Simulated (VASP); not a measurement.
Wanted: the native input for a VASP 6.6.1 run.

| Quantity | Value |
| --- | --- |
| Task | single point |
| Functional | r2SCAN |
| Potentials or basis | VASP PAW PBE potentials, release 64 (Zn, S) |
| Cutoff | 520 eV |
| k mesh | 8 × 8 × 8 |
| Occupations | gaussian, width 0.02 eV |
| Spin | no spin polarisation |
| Dipole correction | no |
| Further INCAR settings | ALGO = Normal; EDIFF = 1e-06; NBANDS = 16 |

The system is ZnS.

```
Zn S
1.0
     0.00000    2.69420    2.69420
     2.69420    0.00000    2.69420
     2.69420    2.69420    0.00000
Zn S
1 1
Direct
  0.00000 0.00000 0.00000
  0.75000 0.75000 0.75000
```

These files were run (other wordings do the same):

POSCAR

```
ZnS
1.0
    0.0000000000      2.6942020196      2.6942020196
    2.6942020196      0.0000000000      2.6942020196
    2.6942020196      2.6942020196      0.0000000000
Zn S
1 1
Direct
    0.0000000000      0.0000000000      0.0000000000
    0.7500000000      0.7500000000      0.7500000000
```

INCAR.step1

```
ALGO     = Normal         # electronic algorithm
EDIFF    = 1E-4           # SCF threshold, eV
ENCUT    = 520            # plane-wave cutoff, eV
GGA      = PE             # functional
ISMEAR   = 0              # smearing method
LASPH    = True           # aspherical terms in the spheres
LCHARG   = False          # write CHGCAR
LREAL    = False          # projectors in reciprocal space
LWAVE    = True           # write WAVECAR
NBANDS   = 16             # bands
NELM     = 60             # most SCF steps
PREC     = Accurate       # precision mode
SIGMA    = 0.02           # smearing width, eV
```

INCAR.step2

```
ALGO     = Normal         # electronic algorithm
EDIFF    = 1E-6           # SCF threshold, eV
ENCUT    = 520            # plane-wave cutoff, eV
ISIF     = 2              # what is computed and relaxed
ISMEAR   = 0              # smearing method
ISTART   = 1            
LASPH    = True           # aspherical terms in the spheres
LCHARG   = False          # write CHGCAR
LMIXTAU  = True         
LREAL    = False          # projectors in reciprocal space
LWAVE    = False          # write WAVECAR
METAGGA  = R2SCAN         # meta-GGA
NBANDS   = 16             # bands
NELM     = 60             # most SCF steps
PREC     = Accurate       # precision mode
SIGMA    = 0.02           # smearing width, eV
```

KPOINTS

```
k-points
0
Gamma
  8 8 8
```

Potentials or basis: VASP PAW PBE potentials, release 64 (Zn, S).

Command:

```console
$ cat potpaw_PBE.64/Zn/POTCAR potpaw_PBE.64/S/POTCAR > POTCAR
$ cp INCAR.step1 INCAR
$ mpirun -np 1 vasp_std > vasp.out
$ cp INCAR.step2 INCAR
$ mpirun -np 1 vasp_std > vasp.out
```

It gave:

| Quantity | Value |
| --- | --- |
| Pressure | 0.0 GPa |
| Band gap on the k mesh | 2.71 eV, direct |

Caveat: the PAW data sets were made with another functional, which shifts forces and pressure a little.

It took 28 s on 1 thread of Intel(R) Xeon(R) 6975P-C (Granite Rapids) (shared host), peak memory 0.16 GiB.
